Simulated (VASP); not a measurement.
## Sr3Ni: relaxation of cell and atoms with PBE

Crystal: Sr3Ni.

```
Sr Ni
1.0
     5.26930    0.00000    0.00000
     0.00000    5.26930    0.00000
     0.00000    0.00000    5.26930
Sr Ni
3 1
Direct
  0.00000 0.50000 0.50000
  0.50000 0.00000 0.50000
  0.50000 0.50000 0.00000
  0.00000 0.00000 0.00000
```

```json
{
 "Program": "VASP 6.6.1",
 "Task": "relaxation of cell and atoms",
 "Functional": "PBE",
 "Potentials or basis": "VASP PAW PBE potentials, release 64 (Sr_sv, Ni)",
 "Cutoff": "600 eV",
 "k mesh": "10 × 10 × 10",
 "Occupations": "gaussian, width 0.1 eV",
 "Spin": "no spin polarisation",
 "Dipole correction": "no",
 "Further INCAR settings": "ALGO = Fast; EDIFF = 1e-06; IBRION = 2; EDIFFG = -0.01; NSW = 100; ISIF = 3"
}
```

```
Pressure after relaxing : 0.0 GPa
Band gap on the k mesh  : zero (bands 20 and 21 overlap by 1.13 eV)
```

Final structure:
```
Sr Ni
1.0
     5.26930    0.00000    0.00000
     0.00000    5.26930    0.00000
     0.00000    0.00000    5.26930
Sr Ni
3 1
Direct
  0.00000 0.50000 0.50000
  0.50000 0.00000 0.50000
  0.50000 0.50000 0.00000
  0.00000 0.00000 0.00000
```

Levels at points of the mesh, in eV from the Fermi level:
| k point | band 18 | band 19 | band 20 | band 21 | band 22 | band 23 |
| --- | --- | --- | --- | --- | --- | --- |
| (0.00, 0.00, 0.00) | -0.82 | -0.82 | 0.87 | 0.87 | 0.97 | 0.97 |
| (0.50, 0.00, 0.00) | -0.68 | -0.59 | -0.30 | 0.73 | 0.73 | 1.11 |
| (0.50, 0.50, 0.00) | -0.68 | -0.68 | -0.56 | -0.26 | 0.67 | 1.23 |
| (0.50, 0.50, 0.50) | -0.59 | 0.07 | 0.07 | 0.07 | 0.68 | 0.68 |

Wall time 4.2 min on 1 thread of Intel(R) Xeon(R) 6975P-C (Granite Rapids), on a shared host, peak memory 0.41 GiB.

Caveat: the relaxation stopped at its first step, so nothing moved. Spin polarisation is off, so any magnetic state and its effect on volume and gap are missing.
